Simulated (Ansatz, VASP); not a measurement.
**One calculation of Re, two programs**

```
Re
1.0
     2.73792    0.00000    0.00000
    -1.36896    2.37111    0.00000
     0.00000    0.00000    4.48422
Re
2
Direct
  0.33333 0.66667 0.22832
  0.66667 0.33333 0.77168
```

Change from the starting cell: mode 4 frozen in at -0.097 Å, equal normal strain along x and y -0.0133.

Alike in both runs: task single point; functional PBE; k mesh 18 × 18 × 10; occupations gaussian, width 0.15 eV; no spin polarisation.

|  | VASP | Ansatz |
| --- | --- | --- |
| version | VASP 6.6.1 | Ansatz 0.2.0 |
| potentials or method | VASP PAW PBE potentials, release 64 (Re), cutoff 520 eV | scalar-relativistic, plane waves, PAW |
| valence electrons in the cell | 14 | 30 |

```csv
,VASP,Ansatz,Ansatz less VASP
gap on the k mesh at the Fermi level (eV),none,none,-
pressure (GPa),16.4,16.8,+0.33
"traceless stress, the component that is largest in VASP (GPa)",-1.02,-0.84,+0.184
rms of the force components (eV/Å),1.065,1.112,+0.0466
```

Atom by atom the forces differ by 0.047 eV/Å (rms over components). A gap of «none» marks a metal or a gap that the smearing closes. VASP's potentials hold 14 valence electrons a cell and Ansatz's 30, so a difference there can come from the potentials and not from the codes.

Spin-orbit coupling is off throughout.
